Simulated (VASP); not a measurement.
# Zn: relaxation of cell and atoms with PBE

Zn:

```xyz
2
Lattice="2.6700 0.0000 0.0000 -1.3350 2.3123 0.0000 0.0000 0.0000 4.9660" Properties=species:S:1:pos:R:3 pbc="T T T"
Zn    0.0000    1.5415    1.2415
Zn    1.3350    0.7708    3.7245
```

| Quantity | Value |
| --- | --- |
| Program | VASP 6.6.1 |
| Task | relaxation of cell and atoms |
| Functional | PBE |
| Potentials or basis | VASP PAW PBE potentials, release 64 (Zn) |
| Cutoff | 600 eV |
| k mesh | 27 × 27 × 12 |
| Occupations | gaussian, width 0.1 eV |
| Spin | no spin polarisation |
| Dipole correction | no |
| Further INCAR settings | ALGO = Fast; EDIFF = 1e-06; IBRION = 2; EDIFFG = -0.002; NSW = 100; ISIF = 3 |

```json
{"Relaxed volume": "15.27 Å³/atom", "Relaxed cell": "a = 2.650 Å, b = 2.650 Å, c = 5.022 Å, α = 90.00°, β = 90.00°, γ = 120.00°", "Space group after relaxing (to 0.1 Å)": "P6_3/mmc (No. 194)", "Energy gained by relaxing": "1.0 meV/atom", "Ionic steps": "13", "Pressure after relaxing": "0.0 GPa", "Band gap on the k mesh": "zero (bands 12 and 13 overlap by 4.73 eV)"}
```

The path:
```tsv
step	energy change (eV)	largest force (eV/Å)	pressure (GPa)	volume (Å³)
1	0.0000	0.0000	-0.48	30.66
2	-0.0013	0.0000	-0.30	30.46
3	-0.0009	0.0000	0.55	30.16
4	-0.0015	0.0000	0.65	30.30
5	-0.0015	0.0000	0.31	30.38
6	-0.0018	0.0000	0.12	30.47
7	-0.0019	0.0000	-0.03	30.58
8	-0.0019	0.0000	0.07	30.60
9	-0.0019	0.0000	-0.17	30.63
10	-0.0019	0.0000	-0.38	30.61
11	-0.0019	0.0000	-0.27	30.60
12	-0.0019	0.0000	0.17	30.44
13	-0.0019	0.0000	0.00	30.55
```

Final structure:
```cif
data_structure
_symmetry_space_group_name_H-M 'P 1'
_symmetry_Int_Tables_number 1
_cell_length_a 2.6504
_cell_length_b 2.6504
_cell_length_c 5.0218
_cell_angle_alpha 90.000
_cell_angle_beta 90.000
_cell_angle_gamma 120.000
_cell_volume 30.55
loop_
_atom_site_label
_atom_site_type_symbol
_atom_site_fract_x
_atom_site_fract_y
_atom_site_fract_z
_atom_site_occupancy
Zn1 Zn 0.33333 0.66667 0.25000 1
Zn2 Zn 0.66667 0.33333 0.75000 1
```

Levels at points of the mesh, in eV from the Fermi level:
```
           k point  band 8  band 9  band 10  band 11  band 12  band 13  band 14  band 15  band 16
(0.00, 0.00, 0.00)   -7.30   -7.30    -7.12    -7.12    -3.72    -3.29    12.89    16.63    17.78
(0.00, 0.00, 0.50)   -7.64   -7.20    -7.20    -7.20    -7.20     4.18     4.18    19.02    19.02
```

Wall time 43 min on 1 thread of Oxide Virtual Turin-like Processor, on a shared host, peak memory 0.36 GiB.
